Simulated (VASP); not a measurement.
# Co in VASP: further runs

Co is run at these levels: PBE; tasks: single point.

Program: VASP 6.6.1. These are calculated values, not measurements. Logs are shortened: lines on timing, memory, paths and dates and some standing lists are left out, and cuts for length are marked.

## 1. The cell of the first run

The cell holds a slab with vacuum, 5 atoms: a = 2.493 Å, b = 2.493 Å, c = 24.074 Å, α = 90.00°, β = 90.00°, γ = 120.00°.

## 2. Single point, PBE, collinear spin, ferromagnetic start

Contents of INCAR:

```
SYSTEM = Co
PREC = Accurate ; ENCUT = 520
EDIFF = 1E-7 ; ISMEAR = -1
SIGMA = 0.1 ; LREAL = .FALSE.
LASPH = .TRUE. ; NELM = 150
ALGO = Normal ; ISIF = 2
LWAVE = .FALSE. ; LCHARG = .TRUE.
ISPIN = 2 ; MAGMOM = 1.7 1.7 1.7 1.7 1.7
LORBIT = 11 ; LMAXMIX = 4
LDIPOL = .TRUE. ; IDIPOL = 3
DIPOL = 0.5 0.5 0.500 ; GGA = PE
LELF = .TRUE. ; LVHAR = .TRUE.
LVACPOTAV = .TRUE. ; NBANDS = 34
```

Contents of KPOINTS:

```
regular mesh
0
G
  15 15 1
  0 0 0
```

Contents of POSCAR:

```
Co
1.0
    2.4930397870      0.0000000000      0.0000000000
   -1.2465198935      2.1590357882      0.0000000000
    0.0000000000      0.0000000000     24.0739000000
Co
5
Direct
    0.0000000000      0.0000000000      0.3323109461
    0.3333333340      0.6666666660      0.4161554732
    0.0000000000      0.0000000000      0.4999999997
    0.3333333340      0.6666666660      0.5838445268
    0.0000000000      0.0000000000      0.6676890539
```

Potentials or basis: VASP PAW PBE potentials, release 64 (Co).

The run is started by

```bash
> cat potpaw_PBE.64/Co/POTCAR > POTCAR
> mpirun -np 1 vasp_std > vasp.out
```

OUTCAR:

```text
SYSTEM = Co
   PREC = Accurate
   ENCUT = 520
   EDIFF = 1E-7
   ISMEAR = -1
   LREAL = .FALSE.
   LASPH = .TRUE.
   NELM = 150
   ISIF = 2
   ISPIN = 2
   LORBIT = 11
   GGA = PE

 ion  position               nearest neighbor table
   1  0.000  0.000  0.332-   2 2.48   2 2.48   2 2.48
   2  0.333  0.667  0.416-   3 2.48   3 2.48   3 2.48   1 2.48   1 2.48   1 2.48
   3  0.000  0.000  0.500-   2 2.48   2 2.48   2 2.48   4 2.48   4 2.48   4 2.48
   4  0.333  0.667  0.584-   3 2.48   5 2.48   3 2.48   5 2.48   3 2.48   5 2.48
   5  0.000  0.000  0.668-   4 2.48   4 2.48   4 2.48

  LATTYP: Found a hexagonal cell.
 ALAT       =     2.4930397870
 C/A-ratio  =     9.6564443638

  Lattice vectors:

 A1 = (   2.4930397870,   0.0000000000,   0.0000000000)
 A2 = (  -1.2465198935,   2.1590357882,   0.0000000000)
 A3 = (   0.0000000000,   0.0000000000,  24.0739000000)

Analysis of symmetry for initial positions (statically):
=====================================================================
 Subroutine PRICEL returns:
 Original cell was already a primitive cell.

 Routine SETGRP: Setting up the symmetry group for a
 hexagonal supercell.

 Subroutine GETGRP returns: Found 12 space group operations
 (whereof 12 operations were pure point group operations)
 out of a pool of 24 trial point group operations.

The static configuration has the point symmetry D_3h.

Analysis of symmetry for dynamics (positions and initial velocities):
=====================================================================
 Subroutine PRICEL returns:
 Original cell was already a primitive cell.

 Routine SETGRP: Setting up the symmetry group for a
 hexagonal supercell.

 Subroutine GETGRP returns: Found 12 space group operations
 (whereof 12 operations were pure point group operations)
 out of a pool of 24 trial point group operations.

The dynamic configuration has the point symmetry D_3h.

Analysis of structural, dynamic, and magnetic symmetry:
=====================================================================
 Subroutine PRICEL returns:
 Original cell was already a primitive cell.

 Routine SETGRP: Setting up the symmetry group for a
 hexagonal supercell.

 Subroutine GETGRP returns: Found 12 space group operations
 (whereof 12 operations were pure point group operations)
 out of a pool of 24 trial point group operations.

The overall configuration has the point symmetry D_3h.

 Subroutine INISYM returns: Found 12 space group operations
 (whereof 12 operations are pure point group operations),
 and found     1 'primitive' translations

----------------------------------------------------------------------------------------

                                     Primitive cell

  volume of cell :     129.5793

  direct lattice vectors                    reciprocal lattice vectors
     2.493039787  0.000000000  0.000000000     0.401116743  0.231584860  0.000000000
    -1.246519893  2.159035788  0.000000000     0.000000000  0.463169719  0.000000000
     0.000000000  0.000000000 24.073900000     0.000000000  0.000000000  0.041538762

  length of vectors
     2.493039787  2.493039787 24.073900000     0.463169719  0.463169719  0.041538762

  position of ions in fractional coordinates (direct lattice)
     0.000000000  0.000000000  0.332310946
     0.333333334  0.666666666  0.416155473
     0.000000000  0.000000000  0.500000000
     0.333333334  0.666666666  0.583844527
     0.000000000  0.000000000  0.667689054

  ion indices of the primitive-cell ions
   primitive index   ion index
                 1           1
                 2           2
                 3           3
                 4           4
                 5           5

----------------------------------------------------------------------------------------

 KPOINTS: regular mesh

Automatic generation of k-mesh.
 Grid dimensions read from file:
 generate k-points for:   15   15    1

 Generating k-lattice:

  Cartesian coordinates                     Fractional coordinates (reciprocal lattice)
     0.026741116  0.015438991  0.000000000     0.066666667  0.000000000  0.000000000
     0.000000000  0.030877981  0.000000000     0.000000000  0.066666667  0.000000000
     0.000000000  0.000000000  0.041538762     0.000000000  0.000000000  1.000000000

  Length of vectors
     0.030877981  0.030877981  0.041538762

  Shift w.r.t. Gamma in fractional coordinates (k-lattice)
     0.000000000  0.000000000  0.000000000

 Subroutine IBZKPT returns following result:
 ===========================================

 Found     27 irreducible k-points:

 Following reciprocal coordinates:
            Coordinates               Weight
  0.000000  0.000000  0.000000      1.000000
  0.066667  0.000000  0.000000      6.000000
  0.133333  0.000000  0.000000      6.000000
  0.200000  0.000000  0.000000      6.000000
  0.266667  0.000000  0.000000      6.000000
  0.333333 -0.000000  0.000000      6.000000
[... 16 lines left out ...]
  0.333333  0.200000  0.000000     12.000000
  0.400000  0.200000  0.000000      6.000000
 [... further k-points ...]
   k-points           NKPTS =     27   k-points in BZ     NKDIM =     27   number of bands    NBANDS=     34
   number of dos      NEDOS =    301   number of ions     NIONS =      5
   total plane-waves  NPLWV =  72000
   dimension x,y,z NGX =    20 NGY =   20 NGZ =  180
   dimension x,y,z NGXF=    40 NGYF=   40 NGZF=  360
   ions per type =               5
   NGX,Y,Z   is equivalent  to a cutoff of  13.34, 13.34, 12.43 a.u.
   NGXF,Y,Z  is equivalent  to a cutoff of  26.67, 26.67, 24.86 a.u.
 SYSTEM =  Co
   PREC   = accura    normal or accurate (medium, high low for compatibility)
   ISTART =      0    job   : 0-new  1-cont  2-samecut
   ICHARG =      2    charge: 1-file 2-atom 10-const
   ISPIN  =      2    spin polarized calculation?
   LNONCOLLINEAR =      F non collinear calculations
   LSORBIT =      F    spin-orbit coupling
   LASPH  =      T    aspherical Exc in radial PAW
   ENCUT  =  520.0 eV  38.22 Ry    6.18 a.u.   4.64  4.64 44.76*2*pi/ulx,y,z
   NELM   =    150;   NELMIN=  2; NELMDL= -5     # of ELM steps
   EDIFF  = 0.1E-06   stopping-criterion for ELM
   LREAL  =      F    real-space projection
   EDIFFG = 0.1E-05   stopping-criterion for IOM
   NSW    =      0    number of steps for IOM
   IBRION =     -1    ionic relax: 0-MD 1-quasi-New 2-CG
   NFREE  =      0    steps in history (QN), initial steepest desc. (CG)
   ISIF   =      2    stress and relaxation
   ISYM   =      2    0-nonsym 1-usesym 2-fastsym
   POTIM  = 0.5000    time-step for ionic-motion
   TEBEG  =    0.0;   TEEND  =   0.0 temperature during run
   PSTRESS=    0.0 pullay stress
   NELECT =      45.0000    total number of electrons
   NUPDOWN=      -1.0000    fix difference up-down
   EMIN   =  10.00;   EMAX   =-10.00  energy-range for DOS
   EFERMI =   0.00;   METHOD = LEGACY
   ISMEAR =    -1;   SIGMA  =   0.10  broadening in eV -4-tet -1-fermi 0-gaus
   EFERMI_NEDOS =   21; number of points for ismear=-14 and -15
   IALGO  =     38    algorithm
   IMIX   =      4    mixing-type and parameters
     AMIX     =   0.40;   BMIX     =  1.00
     AMIX_MAG =   1.60;   BMIX_MAG =  1.00
  volume/ion in A,a.u.               =      25.92       174.89
  Fermi-wavevector in a.u.,A,eV,Ry     =   1.150713  2.174533 18.016036  1.324141
  Thomas-Fermi vector in A             =   2.287376
   LORBIT       =     11    0 simple, 1 ext, 2 COOP (PROOUT), +10 PAW based schemes
   GGA     = PE    functional components
   LHFCALC =     F    Hartree Fock is set to
   AEXX    =    0.0000 exact exchange contribution
   IVDW    =     0    specifies the selected vdW correction
   LEPSILON=     F    determine dielectric tensor
   LRPA    =     F    only Hartree local field effects (RPA)
 spin polarized calculation
  energy-cutoff  :      520.00
  volume of cell :      129.58
 maximum number of plane-waves:      3528
 NGX is ok and might be reduce to    20
   NGX =  9   NGY =  9   NGZ = 89

 number of electron      45.0000006 magnetization       8.3672069

 dipolmoment           0.000000      0.000000      0.000000 electrons x Angstroem

 Free energy of the ion-electron system (eV)
  ---------------------------------------------------
  ext. energy  EPLUGINS =         0.00000000
  ---------------------------------------------------
  free energy    TOTEN  =       -33.81281196 eV

  energy without entropy =      -33.64467545  energy(sigma->0) =      -33.72874371

 E-fermi :   1.5068     XC(G=0):  -6.4364

 val. band max:        1.5037066282   @ k =   0.1333   0.1333   0.0000
 cond. band min:       1.5108972691   @ k =   0.1333   0.1333   0.0000
 fundamental gap:      0.0071906409
 Fermi energy:         1.5067734814

 spin component 1

 k-point     1 :       0.0000    0.0000    0.0000
  band No.  band energies     occupation
      1      -7.1131      1.00000
      2      -6.1935      1.00000
      3      -4.8982      1.00000
      4      -3.9112      1.00000
      5      -3.6555      1.00000
      6      -1.3734      1.00000
[... 877 lines left out ...]
     33       9.6847      0.00000
     34      10.3270      0.00000

 [... further k-points ...]

 spin component 2

 k-point     1 :       0.0000    0.0000    0.0000
  band No.  band energies     occupation
      1      -7.1092      1.00000
      2      -6.1706      1.00000
      3      -4.7858      1.00000
      4      -3.4407      1.00000
      5      -2.8066      1.00000
      6       0.0970      1.00000
[... 877 lines left out ...]
     33      10.3740      0.00000
     34      10.8628      0.00000

 [... further k-points ...]

------------------------ aborting loop because EDIFF is reached ----------------------------------------

  FORCE on cell =-STRESS in cart. coord.  units (eV):
  Direction    XX          YY          ZZ          XY          YZ          ZX
  --------------------------------------------------------------------------------------
  -------------------------------------------------------------------------------------
  Total       -1.8958476     -1.8958476     -1.1840975     -0.0000000      0.0000000      0.0000000
  in kB      -23.4411279    -23.4411279    -14.6407238     -0.0000000      0.0000000      0.0000000
  external PRESSURE =     -20.5076599 kB  Pullay stress =       0.0000000 kB

 VOLUME and BASIS-vectors are now :
 -----------------------------------------------------------------------------
  energy-cutoff  :      520.00
  volume of cell :      129.58
      direct lattice vectors                 reciprocal lattice vectors
     2.493039787  0.000000000  0.000000000     0.401116743  0.231584860  0.000000000
    -1.246519893  2.159035788  0.000000000     0.000000000  0.463169719  0.000000000
     0.000000000  0.000000000 24.073900000     0.000000000  0.000000000  0.041538762

 POSITION                                       TOTAL-FORCE (eV/Angst)
 -----------------------------------------------------------------------------------
      0.00000      0.00000      8.00002        -0.000000      0.000000      0.315771
      0.00000      1.43936     10.01849         0.000000     -0.000000     -0.340127
      0.00000      0.00000     12.03695        -0.000000      0.000000     -0.000000
      0.00000      1.43936     14.05541         0.000000     -0.000000      0.340127
      0.00000      0.00000     16.07388        -0.000000      0.000000     -0.315771
 -----------------------------------------------------------------------------------
    total drift:                               -0.000000      0.000000      0.000004

  FREE ENERGIE OF THE ION-ELECTRON SYSTEM (eV)
  ---------------------------------------------------
  free  energy   TOTEN  =       -33.8128119623 eV

  energy  without entropy=      -33.6446754494  energy(sigma->0) =      -33.72874371

 vacuum level on the upper side and lower side of the slab         6.479         6.479

 total charge

# of ion       s       p       d       tot
------------------------------------------
    1        0.479   0.398   7.228   8.105
    2        0.485   0.518   7.262   8.265
    3        0.488   0.518   7.266   8.273
    4        0.485   0.518   7.262   8.265
    5        0.479   0.398   7.228   8.105
--------------------------------------------------
tot          2.417   2.350  36.246  41.012

 magnetization (x)

# of ion       s       p       d       tot
------------------------------------------
    1       -0.010  -0.039   1.802   1.754
    2       -0.015  -0.053   1.739   1.671
    3       -0.014  -0.053   1.683   1.617
    4       -0.015  -0.053   1.739   1.671
    5       -0.010  -0.039   1.802   1.754
--------------------------------------------------
tot         -0.062  -0.237   8.766   8.466
```

Wall time 7.9 min (1 thread of Intel Xeon Platinum 8488C (Sapphire Rapids), shared host); peak memory 0.4 GiB.

Results:

```yaml
Free_energy: -33.8128 eV
Largest_force: 0.340 eV/Å
Net_moment: 8.37 μB per cell
Site_moments: Co +1.75, +1.67, +1.62 (each value once) μB
Valence_electrons_inside_the_program's_atomic_spheres: Co 8.11, 8.27 (each value once)
```

Forces on the atoms (eV/Å):
```
Co   0.000  0.000  0.316
Co   0.000  0.000 -0.340
Co   0.000  0.000  0.000
Co   0.000  0.000  0.340
Co   0.000  0.000 -0.316
```

## 3. Single point, PBE, collinear spin, ferromagnetic start

Contents of INCAR:

```
SYSTEM = Co
  ALGO = Normal
  DIPOL = 0.5 0.5 0.500
  EDIFF = 1E-6
  ENCUT = 520
  GGA = PE
  IDIPOL = 3
  ISIF = 2
  ISMEAR = -1
  ISPIN = 2
  LASPH = .True.
  LCHARG = .False.
  LDIPOL = .True.
  LMAXMIX = 4
  LORBIT = 11
  LREAL = .False.
  LWAVE = .False.
  MAGMOM = 1.7 1.7 1.7 1.7 1.7
  NBANDS = 34
  NELM = 150
  PREC = Accurate
  SIGMA = 0.1
```

Contents of KPOINTS:

```
k-points
0
Gamma
  15 15 1
  0 0 0
```

Contents of POSCAR:

```
Co
1.0
    2.4930397870      0.0000000000      0.0000000000
   -1.2465198935      2.1590357882      0.0000000000
    0.0000000000      0.0000000000     24.0739000000
Co
5
Direct
    0.0000000000      0.0000000000      0.3339528373
    0.3333333333      0.6666666667      0.4155371695
    0.0000000000      0.0000000000      0.5000000356
    0.3333333333      0.6666666667      0.5844628529
    0.0000000000      0.0000000000      0.6660471045
```

Potentials or basis: VASP PAW PBE potentials, release 64 (Co).

The run is started by

```bash
> cat potpaw_PBE.64/Co/POTCAR > POTCAR
> mpirun -np 1 vasp_std > vasp.out
```

OUTCAR:

```text
SYSTEM = Co
   EDIFF = 1E-6
   ENCUT = 520
   GGA = PE
   ISIF = 2
   ISMEAR = -1
   ISPIN = 2
   LASPH = .True.
   LORBIT = 11
   LREAL = .False.
   NELM = 150
   PREC = Accurate

 ion  position               nearest neighbor table
   1  0.000  0.000  0.334-   2 2.44   2 2.44   2 2.44
   2  0.333  0.667  0.416-   1 2.44   1 2.44   1 2.44   3 2.49   3 2.49   3 2.49
   3  0.000  0.000  0.500-   4 2.49   4 2.49   4 2.49   2 2.49   2 2.49   2 2.49
   4  0.333  0.667  0.584-   5 2.44   5 2.44   5 2.44   3 2.49   3 2.49   3 2.49
   5  0.000  0.000  0.666-   4 2.44   4 2.44   4 2.44

  LATTYP: Found a hexagonal cell.
 ALAT       =     2.4930397870
 C/A-ratio  =     9.6564443638

[... 2017 lines left out ...]
 -----------------------------------------------------------------------------------
      0.00000      0.00000      8.03955         0.000000     -0.000000      0.033463
     -0.00000      1.43936     10.00360        -0.000000     -0.000000     -0.006630
      0.00000      0.00000     12.03695         0.000000     -0.000000      0.000000
     -0.00000      1.43936     14.07030        -0.000000     -0.000000      0.006630
      0.00000      0.00000     16.03435         0.000000      0.000000     -0.033463
 -----------------------------------------------------------------------------------
    total drift:                               -0.000000      0.000000     -0.000002

  FREE ENERGIE OF THE ION-ELECTRON SYSTEM (eV)
  ---------------------------------------------------
  free  energy   TOTEN  =       -33.8324384153 eV

  energy  without entropy=      -33.6721109175  energy(sigma->0) =      -33.75227467

 vacuum level on the upper side and lower side of the slab         6.466         6.466

 total charge

# of ion       s       p       d       tot
------------------------------------------
    1        0.485   0.409   7.241   8.135
    2        0.489   0.527   7.269   8.285
    3        0.486   0.512   7.261   8.259
    4        0.489   0.527   7.269   8.285
    5        0.485   0.409   7.241   8.135
--------------------------------------------------
tot          2.434   2.384  36.280  41.099

 magnetization (x)

# of ion       s       p       d       tot
------------------------------------------
    1       -0.010  -0.039   1.786   1.738
    2       -0.015  -0.054   1.733   1.664
    3       -0.014  -0.052   1.692   1.626
    4       -0.015  -0.054   1.733   1.664
    5       -0.010  -0.039   1.786   1.738
--------------------------------------------------
tot         -0.063  -0.237   8.728   8.429
```

OSZICAR:

```text
N       E                     dE             d eps       ncg     rms          rms(c)
DAV:   1     0.330849961595E+03    0.33085E+03   -0.19669E+04  3672   0.141E+03
DAV:   2    -0.167112905008E+02   -0.34756E+03   -0.32570E+03  3682   0.311E+02
DAV:   3    -0.385318579862E+02   -0.21821E+02   -0.20412E+02  3928   0.114E+02
[... 31 lines left out ...]
DAV:  35    -0.338324025917E+02   -0.27237E-04   -0.58282E-07  2502   0.383E-03    0.163E-03
DAV:  36    -0.338324193104E+02   -0.16719E-04   -0.19250E-07  2488   0.205E-03    0.142E-03
DAV:  37    -0.338324308188E+02   -0.11508E-04   -0.10874E-07  2438   0.216E-03    0.457E-04
DAV:  38    -0.338324377798E+02   -0.69609E-05   -0.12708E-07  2566   0.161E-03    0.406E-04
DAV:  39    -0.338324384153E+02   -0.63553E-06   -0.17029E-08  2454   0.727E-04
   1 F= -.33832438E+02 E0= -.33752275E+02  d E =-.160327E+00  mag=     8.3442
```

Run time: 8.6 min. Hardware: 1 thread of Intel Xeon Platinum 8488C (Sapphire Rapids), shared host; peak memory 0.4 GiB.

What came out:

| Quantity | Value |
| --- | --- |
| Free energy | -33.8324 eV |
| Largest force | 0.033 eV/Å |
| Net moment | 8.34 μB per cell |
| Site moments | Co +1.74, +1.66, +1.63 (each value once) μB |
| Valence electrons inside the program's atomic spheres | Co 8.13, 8.29, 8.26 (each value once) |

Forces on the atoms (eV/Å):
```
Co   0.000  0.000  0.033
Co   0.000  0.000 -0.007
Co   0.000  0.000  0.000
Co   0.000  0.000  0.007
Co   0.000  0.000 -0.033
```

Levels at points of the mesh, in eV from the Fermi level:
Spin up:
```
           k point  band 24  band 25  band 26  band 27  band 28  band 29  band 30  band 31
(0.00, 0.00, 0.00)    -1.15    -1.15    -0.95    -0.95    -0.88    -0.88    -0.53     0.20
```
Spin down:
```tsv
k point	band 16	band 17	band 18	band 19	band 20	band 21
(0.00, 0.00, 0.00)	-0.75	-0.75	-0.63	-0.63	-0.17	0.03
```
